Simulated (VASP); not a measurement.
# Li (P2) in VASP: a series of runs

Runs on Li. Level: PBE. Tasks: relaxation of cell and atoms, single point.

Everything below comes from runs of VASP 6.6.1. Logs are shortened: lines on timing, memory, paths and dates and some standing lists are left out, and cuts for length are marked.

### Step 1. The cell of the first run

The structure is monoclinic, space group P2 (No. 3). The conventional cell has a = 7.922 Å, b = 3.233 Å, c = 7.945 Å, α = 90.00°, β = 90.36°, γ = 90.00°. Li (site symmetry 1) has 14 Li at 2.91 to 3.86 Å within 3.9 Å. Li (site symmetry 1) has 14 Li at 2.90 to 3.91 Å within 4.0 Å. Li (site symmetry 2) has 14 Li at 2.98 to 3.51 Å within 3.9 Å. Li (site symmetry 2) has 14 Li at 2.90 to 3.55 Å within 3.8 Å. Li (site symmetry 1) has 14 Li at 2.92 to 3.76 Å within 3.8 Å. Within 3.8 Å of Li (site symmetry 1) lie 14 Li at 2.92 to 3.76 Å.

### Step 2. Relaxation of cell and atoms, PBE

Contents of INCAR:

```
  PREC = Accurate
  ENCUT = 600
  EDIFF = 1E-6
  ISMEAR = 0
  SIGMA = 0.1
  LREAL = False
  LASPH = True
  NELM = 100
  ALGO = Normal
  ISIF = 3
  LWAVE = False
  LCHARG = False
  GGA = PE
  IBRION = 2
  NSW = 90
  EDIFFG = -0.04
```

Contents of KPOINTS:

```
regular mesh
0
Gamma
  2 6 2
```

Contents of POSCAR:

```
Li
1.0
    7.9219299405      0.0000000000      0.0000000000
    0.0000000000      3.2333520451      0.0000000000
   -0.0504093737      0.0000000000      7.9446394207
Li
10
Direct
    0.7858263776      0.5373145925      0.8833342600
    0.6188087054      0.5384139429      0.2849112677
    0.2141736224      0.5373145925      0.1166657400
    0.3811912946      0.5384139429      0.7150887323
    0.0000000000      0.6230646786      0.5000000000
    0.5000000000      0.0223872252      0.0000000000
    0.9098054071      0.0544158786      0.1788936654
    0.6805559127      0.0513266843      0.5919069846
    0.3194440873      0.0513266843      0.4080930154
    0.0901945929      0.0544158786      0.8211063346
```

Potentials or basis: VASP PAW PBE potentials, release 64 (Li_sv).

Command:

```sh
$ cat potpaw_PBE.64/Li_sv/POTCAR > POTCAR
$ mpirun -np 1 vasp_std > vasp.out
```

OUTCAR:

```text
PREC = Accurate
   ENCUT = 600
   EDIFF = 1E-6
   ISMEAR = 0
   LREAL = False
   LASPH = True
   NELM = 100
   ISIF = 3
   GGA = PE
   IBRION = 2
   NSW = 90
   EDIFFG = -0.04

 ion  position               nearest neighbor table
   1  0.786  0.537  0.883-
   2  0.619  0.538  0.285-
   3  0.214  0.537  0.117-
   4  0.381  0.538  0.715-
   5  0.000  0.623  0.500-
   6  0.500  0.022  0.000-
   7  0.910  0.054  0.179-
   8  0.681  0.051  0.592-
   9  0.319  0.051  0.408-
  10  0.090  0.054  0.821-

  LATTYP: Found a simple monoclinic cell.
 ALAT       =     7.9219299405
 B/A-ratio  =     0.4081520626
 C/A-ratio  =     1.0028868476
 COS(beta)  =    -0.0063449524

  Lattice vectors:

 A1 = (   7.9219299405,   0.0000000000,   0.0000000000)
 A2 = (   0.0000000000,   3.2333520451,   0.0000000000)
 A3 = (  -0.0504093737,   0.0000000000,   7.9446394207)

Analysis of symmetry for initial positions (statically):
=====================================================================
 Subroutine PRICEL returns:
 Original cell was already a primitive cell.

 Routine SETGRP: Setting up the symmetry group for a
 simple monoclinic supercell.

 Subroutine GETGRP returns: Found  2 space group operations
 (whereof  2 operations were pure point group operations)
 out of a pool of  4 trial point group operations.

The static configuration has the point symmetry C_2 .

Analysis of symmetry for dynamics (positions and initial velocities):
=====================================================================
 Subroutine PRICEL returns:
 Original cell was already a primitive cell.

 Routine SETGRP: Setting up the symmetry group for a
 simple monoclinic supercell.

 Subroutine GETGRP returns: Found  2 space group operations
 (whereof  2 operations were pure point group operations)
 out of a pool of  4 trial point group operations.

The dynamic configuration has the point symmetry C_2 .

 Subroutine INISYM returns: Found  2 space group operations
 (whereof  2 operations are pure point group operations),
 and found     1 'primitive' translations

----------------------------------------------------------------------------------------

                                     Primitive cell

  volume of cell :     203.4971

[... 94 lines left out ...]
   NELM   =    100;   NELMIN=  2; NELMDL= -5     # of ELM steps
   EDIFF  = 0.1E-05   stopping-criterion for ELM
   LREAL  =      F    real-space projection
   EDIFFG = -.4E-01   stopping-criterion for IOM
   NSW    =     90    number of steps for IOM
   IBRION =      2    ionic relax: 0-MD 1-quasi-New 2-CG
   NFREE  =      1    steps in history (QN), initial steepest desc. (CG)
   ISIF   =      3    stress and relaxation
   ISYM   =      2    0-nonsym 1-usesym 2-fastsym
   POTIM  = 0.5000    time-step for ionic-motion
   TEBEG  =    0.0;   TEEND  =   0.0 temperature during run
   PSTRESS=    0.0 pullay stress
   NELECT =      30.0000    total number of electrons
   NUPDOWN=      -1.0000    fix difference up-down
   EMIN   =  10.00;   EMAX   =-10.00  energy-range for DOS
   EFERMI =   0.00;   METHOD = LEGACY
   ISMEAR =     0;   SIGMA  =   0.10  broadening in eV -4-tet -1-fermi 0-gaus
   EFERMI_NEDOS =   21; number of points for ismear=-14 and -15
   IALGO  =     38    algorithm
   IMIX   =      4    mixing-type and parameters
     AMIX     =   0.40;   BMIX     =  1.00
     AMIX_MAG =   1.60;   BMIX_MAG =  1.00
  volume/ion in A,a.u.               =      20.35       137.33
  Fermi-wavevector in a.u.,A,eV,Ry     =   0.864827  1.634286 10.176145  0.747926
  Thomas-Fermi vector in A             =   1.982981
   LORBIT       =      0    0 simple, 1 ext, 2 COOP (PROOUT), +10 PAW based schemes
   GGA     = PE    functional components
   LHFCALC =     F    Hartree Fock is set to
   AEXX    =    0.0000 exact exchange contribution
   IVDW    =     0    specifies the selected vdW correction
   LEPSILON=     F    determine dielectric tensor
   LRPA    =     F    only Hartree local field effects (RPA)
 conjugate gradient relaxation of ions
 non-spin polarized calculation
 Gauss-broadening in eV      SIGMA  =   0.10
  energy-cutoff  :      600.00
  volume of cell :      203.50
 maximum number of plane-waves:      6830
 NGX is ok and might be reduce to    64
   NGX = 31   NGY = 13   NGZ = 31

--------------------------------------- Ionic step        1  -------------------------------------------

 number of electron      30.0000021 magnetization

 Free energy of the ion-electron system (eV)
  ---------------------------------------------------
  ext. energy  EPLUGINS =         0.00000000
  ---------------------------------------------------
  free energy    TOTEN  =       -19.03083925 eV

  energy without entropy =      -18.99801220  energy(sigma->0) =      -19.01442572

------------------------ aborting loop because EDIFF is reached ----------------------------------------

  FORCE on cell =-STRESS in cart. coord.  units (eV):
  Direction    XX          YY          ZZ          XY          YZ          ZX
  --------------------------------------------------------------------------------------
  -------------------------------------------------------------------------------------
  Total       -1.3787754      2.3368341     -1.4291936      0.0000000      0.0000000     -0.0399909
  in kB      -10.8554022     18.3984094    -11.2523562      0.0000000      0.0000000     -0.3148571
  external PRESSURE =      -1.2364496 kB  Pullay stress =       0.0000000 kB
[... 113 lines left out ...]
  FREE ENERGIE OF THE ION-ELECTRON SYSTEM (eV)
  ---------------------------------------------------
  free  energy   TOTEN  =       -19.1949552778 eV

  energy  without entropy=      -19.1750271050  energy(sigma->0) =      -19.18499119

[... ionic steps 4 to 12 ...]

--------------------------------------- Ionic step       13  -------------------------------------------

 number of electron      30.0000033 magnetization

------------------------ aborting loop because EDIFF is reached ----------------------------------------
[... 83 lines left out ...]
--------------------------------------- Ionic step       15  -------------------------------------------

 number of electron      30.0000039 magnetization

 Free energy of the ion-electron system (eV)
  ---------------------------------------------------
  ext. energy  EPLUGINS =         0.00000000
  ---------------------------------------------------
  free energy    TOTEN  =       -19.34077776 eV

  energy without entropy =      -19.32202966  energy(sigma->0) =      -19.33140371

 E-fermi :   0.5679     XC(G=0):  -7.0869

 val. band max:        0.5476796252   @ k =   0.0000   0.3333   0.5000
 cond. band min:       0.8144645033   @ k =   0.5000   0.5000  -0.0000
 fundamental gap:      0.2667848781
 Fermi energy:         0.5679019375

 k-point     1 :       0.0000    0.0000    0.0000
  band No.  band energies     occupation
      1     -45.8271      2.00000
      2     -45.8141      2.00000
      3     -45.8099      2.00000
      4     -45.8098      2.00000
      5     -45.8090      2.00000
      6     -45.7998      2.00000
[... 410 lines left out ...]
  FREE ENERGIE OF THE ION-ELECTRON SYSTEM (eV)
  ---------------------------------------------------
  free  energy   TOTEN  =       -19.3407777625 eV

  energy  without entropy=      -19.3220296609  energy(sigma->0) =      -19.33140371

 reached required accuracy - stopping structural energy minimisation
```

OSZICAR:

```text
N       E                     dE             d eps       ncg     rms          rms(c)
DAV:   1     0.159804071763E+03    0.15980E+03   -0.15333E+04   672   0.154E+03
DAV:   2     0.257469699731E+02   -0.13406E+03   -0.12776E+03   672   0.366E+02
DAV:   3    -0.117795967690E+02   -0.37527E+02   -0.36352E+02  1314   0.845E+01
[... 143 lines left out ...]
DAV:   1    -0.193342973414E+02    0.43397E-02   -0.36199E+00   672   0.173E+01    0.259E-01
DAV:   2    -0.193403186830E+02   -0.60213E-02   -0.58833E-02   800   0.196E+00    0.157E-01
DAV:   3    -0.193407529508E+02   -0.43427E-03   -0.35111E-03  1235   0.378E-01    0.533E-02
DAV:   4    -0.193407772398E+02   -0.24289E-04   -0.93496E-05  1041   0.585E-02    0.105E-02
DAV:   5    -0.193407777625E+02   -0.52266E-06   -0.65325E-06   822   0.176E-02
  15 F= -.19340778E+02 E0= -.19331404E+02  d E =-.214027E-02
```

CONTCAR:

```text
Li
   1.00000000000000
     7.4586442327772273    0.0000000000000000    0.0240234578109685
     0.0000000000000000    3.5758613994959392    0.0000000000000000
    -0.0238810326790044    0.0000000000000000    7.4693729273386618
  Li
    10
Direct
     0.7970615896855615    0.5527015925612018    0.8980515607667152
     0.6024164970070095    0.5529417399049580    0.2971269955137972
     0.2029384103144385    0.5527015925612018    0.1019484392332849
     0.3975835029929907    0.5529417399049580    0.7028730044862026
     0.0000000000000000    0.5431703842803536    0.5000000000000000
     0.5000000000000000    0.0568471729149616    0.0000000000000000
     0.9034318021890073    0.0493266023445742    0.1969665411691887
     0.6968849964045232    0.0492183367916102    0.5970398014371656
     0.3031150035954769    0.0492183367916102    0.4029601985628343
     0.0965681978109927    0.0493266023445742    0.8030334588308111

  0.00000000E+00  0.00000000E+00  0.00000000E+00
  0.00000000E+00  0.00000000E+00  0.00000000E+00
  0.00000000E+00  0.00000000E+00  0.00000000E+00
  0.00000000E+00  0.00000000E+00  0.00000000E+00
  0.00000000E+00  0.00000000E+00  0.00000000E+00
  0.00000000E+00  0.00000000E+00  0.00000000E+00
  0.00000000E+00  0.00000000E+00  0.00000000E+00
  0.00000000E+00  0.00000000E+00  0.00000000E+00
  0.00000000E+00  0.00000000E+00  0.00000000E+00
  0.00000000E+00  0.00000000E+00  0.00000000E+00
```

Wall time 15 min (1 thread of Intel Xeon Platinum 8488C (Sapphire Rapids), shared host); peak memory 0.34 GiB.

Results:

| Property | Result |
| --- | --- |
| Free energy | -19.3408 eV |
| Relaxed volume | 19.92 Å³/atom |
| Relaxed cell | a = 7.459 Å, b = 3.576 Å, c = 7.469 Å, α = 90.00°, β = 90.00°, γ = 90.00° |
| Space group after relaxing (to 0.1 Å) | I4/mmm (No. 139) |
| Energy gained by relaxing | 31.0 meV/atom |
| Ionic steps | 15 |
| Pressure after relaxing | 0.0 GPa |
| Largest force after relaxing | 0.029 eV/Å |
| Band gap on the k mesh | zero (bands 15 and 16 overlap by 2.00 eV) |

Forces on the atoms (eV/Å):
```
Li   0.004 -0.007  0.001
Li  -0.003 -0.009  0.004
Li  -0.004 -0.007 -0.001
Li   0.003 -0.009 -0.004
Li   0.000  0.029  0.000
Li   0.000 -0.021  0.000
Li  -0.016  0.006  0.013
Li   0.013  0.007  0.014
Li  -0.013  0.007 -0.014
Li   0.016  0.006 -0.013
```

Stress tensor (GPa, compression positive):
```
-0.02  0.00  0.00
 0.00  0.05  0.00
 0.00  0.00 -0.06
```

Step by step:
```
step  energy change (eV)  largest force (eV/Å)  pressure (GPa)  volume (Å³)
   1              0.0000                0.1378           -0.12       203.50
   2             -0.0466                0.1419           -0.11       203.01
   3             -0.1641                0.1657           -0.06       201.31
   4             -0.2369                0.1866            0.21       196.80
   5             -0.2408                0.1866            0.15       197.71
   6             -0.2529                0.1673            0.05       198.96
   7             -0.2757                0.0982           -0.24       202.70
   8             -0.2570                0.0807           -0.76       210.26
   9             -0.2796                0.0660           -0.39       204.73
  10             -0.2910                0.0623           -0.24       202.49
  11             -0.3006                0.0613            0.10       197.70
  12             -0.3041                0.0564            0.06       198.19
  13             -0.3076                0.0473           -0.02       199.17
  14             -0.3078                0.0448           -0.03       199.44
  15             -0.3099                0.0291           -0.01       199.22
```

Final structure:
```yaml
crystal:
  lattice:
    - [7.45864, 0.00000, 0.02402]
    - [0.00000, 3.57586, 0.00000]
    - [-0.02388, 0.00000, 7.46937]
  atoms:
    - { symbol: Li, position: [0.79706, 0.55270, 0.89805] }
    - { symbol: Li, position: [0.60242, 0.55294, 0.29713] }
    - { symbol: Li, position: [0.20294, 0.55270, 0.10195] }
    - { symbol: Li, position: [0.39758, 0.55294, 0.70287] }
    - { symbol: Li, position: [0.00000, 0.54317, 0.50000] }
    - { symbol: Li, position: [0.50000, 0.05685, 0.00000] }
    - { symbol: Li, position: [0.90343, 0.04933, 0.19697] }
    - { symbol: Li, position: [0.69688, 0.04922, 0.59704] }
    - { symbol: Li, position: [0.30312, 0.04922, 0.40296] }
    - { symbol: Li, position: [0.09657, 0.04933, 0.80303] }
```

Caveat: the k points lie up to 0.42 Å⁻¹ apart in the final cell, too coarse for converged energies and pressures of a metal; the cutoff is under 1.25 times the usual one of these potentials, so pressure, stress and relaxed cells hold a basis-set (Pulay) error.

### Step 3. Single point, PBE

Contents of INCAR:

```
SYSTEM = Li
ALGO = Normal ; EDIFF = 1E-7
ENCUT = 520 ; GGA = PE
ISIF = 2 ; ISMEAR = 0
LASPH = .TRUE. ; LCHARG = .FALSE.
LREAL = .FALSE. ; LWAVE = .FALSE.
NBANDS = 26 ; NELM = 100
PREC = Accurate ; SIGMA = 0.1
```

Contents of KPOINTS:

```
k-points
0
G
  2 6 2
  0 0 0
```

POSCAR is that of step 2.

Potentials or basis: VASP PAW PBE potentials, release 64 (Li_sv).

Command:

```sh
$ cat potpaw_PBE.64/Li_sv/POTCAR > POTCAR
$ mpirun -np 1 vasp_std > vasp.out
```

OUTCAR:

```text
SYSTEM = Li
   EDIFF = 1E-7
   ENCUT = 520
   GGA = PE
   ISIF = 2
   ISMEAR = 0
   LASPH = .TRUE.
   LREAL = .FALSE.
   NELM = 100
   PREC = Accurate

 ion  position               nearest neighbor table
   1  0.786  0.537  0.883-
   2  0.619  0.538  0.285-
   3  0.214  0.537  0.117-
   4  0.381  0.538  0.715-
   5  0.000  0.623  0.500-
   6  0.500  0.022  0.000-
   7  0.910  0.054  0.179-
   8  0.681  0.051  0.592-
   9  0.319  0.051  0.408-
  10  0.090  0.054  0.821-
[... 672 lines left out ...]
  Total       -1.3268355      2.3872950     -1.3762807      0.0000000      0.0000000     -0.0401661
  in kB      -10.4464684     18.7956993    -10.8357609      0.0000000      0.0000000     -0.3162362
  external PRESSURE =      -0.8288433 kB  Pullay stress =       0.0000000 kB

 VOLUME and BASIS-vectors are now :
 -----------------------------------------------------------------------------
  energy-cutoff  :      520.00
  volume of cell :      203.50
      direct lattice vectors                 reciprocal lattice vectors
     7.921929941  0.000000000  0.000000000     0.126231866  0.000000000  0.000800951
     0.000000000  3.233352045  0.000000000     0.000000000  0.309276561  0.000000000
    -0.050409374  0.000000000  7.944639421     0.000000000  0.000000000  0.125871037

 POSITION                                       TOTAL-FORCE (eV/Angst)
 -----------------------------------------------------------------------------------
      6.18073      1.73733      7.01777        -0.001332      0.014882      0.034402
      4.88780      1.74088      2.26352        -0.040320      0.004689      0.015614
      1.69079      1.73733      0.92687         0.001332      0.014882     -0.034402
      2.98372      1.74088      5.68112         0.040320      0.004689     -0.015614
     -0.02520      2.01459      3.97232        -0.000000     -0.138077      0.000000
      3.96096      0.07239      0.00000        -0.000000      0.033002      0.000000
      7.19840      0.17595      1.42125        -0.006553      0.010226      0.025674
      5.36148      0.16596      4.70249        -0.000766      0.022741      0.005751
      2.51004      0.16596      3.24215         0.000766      0.022741     -0.005751
      0.67312      0.17595      6.52339         0.006553      0.010226     -0.025674
 -----------------------------------------------------------------------------------
    total drift:                                0.000000     -0.001127      0.000022

  FREE ENERGIE OF THE ION-ELECTRON SYSTEM (eV)
  ---------------------------------------------------
  free  energy   TOTEN  =       -19.0334365619 eV

  energy  without entropy=      -19.0005918880  energy(sigma->0) =      -19.01701422
```

OSZICAR:

```text
N       E                     dE             d eps       ncg     rms          rms(c)
DAV:   1     0.164433424354E+03    0.16443E+03   -0.13800E+04   840   0.116E+03
DAV:   2     0.246094877213E+02   -0.13982E+03   -0.12963E+03   880   0.302E+02
DAV:   3    -0.134395967883E+02   -0.38049E+02   -0.37319E+02  1566   0.713E+01
DAV:   4    -0.183080727997E+02   -0.48685E+01   -0.48338E+01  1350   0.500E+01
DAV:   5    -0.190626198294E+02   -0.75455E+00   -0.75428E+00  1426   0.116E+01    0.912E-01
DAV:   6    -0.190360886962E+02    0.26531E-01   -0.30210E-01  1236   0.349E+00    0.411E-01
DAV:   7    -0.190343801988E+02    0.17085E-02   -0.23061E-02  1358   0.701E-01    0.205E-01
DAV:   8    -0.190334329934E+02    0.94721E-03   -0.32687E-03  1504   0.259E-01    0.713E-02
DAV:   9    -0.190334438556E+02   -0.10862E-04   -0.49737E-04  1374   0.965E-02    0.358E-02
DAV:  10    -0.190334437665E+02    0.89038E-07   -0.66375E-05  1292   0.365E-02    0.148E-02
DAV:  11    -0.190334360423E+02    0.77243E-05   -0.22246E-06  1382   0.818E-03    0.151E-03
DAV:  12    -0.190334365225E+02   -0.48023E-06   -0.59696E-07  1064   0.421E-03    0.426E-04
DAV:  13    -0.190334365619E+02   -0.39411E-07   -0.30019E-08   496   0.123E-03
   1 F= -.19033437E+02 E0= -.19017014E+02  d E =-.328447E-01
```

stdout:

```text
POSCAR found type information on POSCAR Li
 POSCAR found :  1 types and      10 ions
 scaLAPACK will be used
 LDA part: xc-table for (Slater+PW92), standard interpolation
 POSCAR, INCAR and KPOINTS ok, starting setup
 FFT: planning ... GRIDC
 FFT: planning ... GRID_SOFT
 FFT: planning ... GRID
 WAVECAR not read
 entering main loop
```

Run time: 64 s. Hardware: 1 thread of AMD EPYC 7R13 (Zen 3), shared host; peak memory 0.25 GiB.

Results:

| Property | Result |
| --- | --- |
| Free energy | -19.0334 eV |
| Largest force | 0.138 eV/Å |
| Band gap on the k mesh | zero (bands 15 and 16 overlap by 2.59 eV) |

Forces on the atoms (eV/Å):
```
Li  -0.001  0.015  0.034
Li  -0.040  0.005  0.016
Li   0.001  0.015 -0.034
Li   0.040  0.005 -0.016
Li   0.000 -0.138  0.000
Li   0.000  0.033  0.000
Li  -0.007  0.010  0.026
Li  -0.001  0.023  0.006
Li   0.001  0.023 -0.006
Li   0.007  0.010 -0.026
```

Caveat: the k points lie up to 0.40 Å⁻¹ apart, too coarse for converged energies and pressures of a metal; the cutoff is under 1.25 times the usual one of these potentials, so pressure, stress and relaxed cells hold a basis-set (Pulay) error.

The gap in the log of VASP goes by the Fermi energy; the results here count the filled bands.